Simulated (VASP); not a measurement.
CoSi: density of states with PBEsol+U

Crystal: CoSi.

```
Co Si
1.0
     4.43800    0.00000    0.00000
     0.00000    4.43800    0.00000
     0.00000    0.00000    4.43800
Co Si
4 4
Direct
  0.86000 0.64000 0.36000
  0.64000 0.36000 0.86000
  0.36000 0.86000 0.64000
  0.14000 0.14000 0.14000
  0.15700 0.34300 0.65700
  0.34300 0.65700 0.15700
  0.65700 0.15700 0.34300
  0.84300 0.84300 0.84300
```

```json
{
  "Program": "VASP 6.6.1",
  "Task": "density of states",
  "Functional": "PBEsol",
  "Potentials or basis": "VASP PAW PBE potentials, release 64 (Co, Si)",
  "Cutoff": "520 eV",
  "k mesh": "6 × 6 × 6",
  "Occupations": "fermi-dirac, width 0.05 eV",
  "Spin": "collinear spin, ferromagnetic start",
  "Starting moments": "[2.0, 2.0, 2.0, 2.0, 0.0, 0.0, 0.0, 0.0] μB",
  "Hubbard terms": "Co d U = 3.0 eV",
  "Dipole correction": "no",
  "k mesh for the DOS": "9 × 9 × 9",
  "Occupations for the DOS": "tetrahedron",
  "Further INCAR settings": "ALGO = Normal; EDIFF = 1e-06; NBANDS = 40"
}
```

The net moment is 0.00 μB per cell and the valence electrons inside the program's atomic spheres are Co 8.72; Si 1.59.

Levels at points of the mesh, in eV from the Fermi level:
Spin up:
| k point | band 22 | band 23 | band 24 | band 25 | band 26 | band 27 | band 28 | band 29 | band 30 | band 31 |
| --- | --- | --- | --- | --- | --- | --- | --- | --- | --- | --- |
| (0.00, 0.00, 0.00) | -0.97 | -0.88 | -0.88 | -0.01 | -0.01 | -0.01 | 2.55 | 2.55 | 2.55 | 3.10 |
Spin down:
| k point | band 24 | band 25 | band 26 | band 27 | band 28 | band 29 |
| --- | --- | --- | --- | --- | --- | --- |
| (0.00, 0.00, 0.00) | -0.88 | -0.02 | -0.02 | -0.02 | 2.55 | 2.55 |

Eigenvalues of the final occupation matrices:
```
    site  spin  trace               eigenvalues
site 1 d     1   3.87  0.74 0.74 0.79 0.80 0.80
site 1 d     2   3.87  0.74 0.74 0.79 0.80 0.80
site 2 d     1   3.87  0.74 0.74 0.79 0.80 0.80
site 2 d     2   3.87  0.74 0.74 0.79 0.80 0.80
site 3 d     1   3.87  0.74 0.74 0.79 0.80 0.80
site 3 d     2   3.87  0.74 0.74 0.79 0.80 0.80
site 4 d     1   3.87  0.74 0.74 0.79 0.80 0.80
site 4 d     2   3.87  0.74 0.74 0.79 0.80 0.80
```

Wall time 8.8 min on 1 thread of Intel(R) Xeon(R) Platinum 8488C (Sapphire Rapids), on a shared host, peak memory 0.38 GiB.

Caveat: the starting moments collapsed, and a magnetic state may lie lower; the U is typed as a test and isn't derived for this compound. The state reached can hang on the start; a lower one may exist.
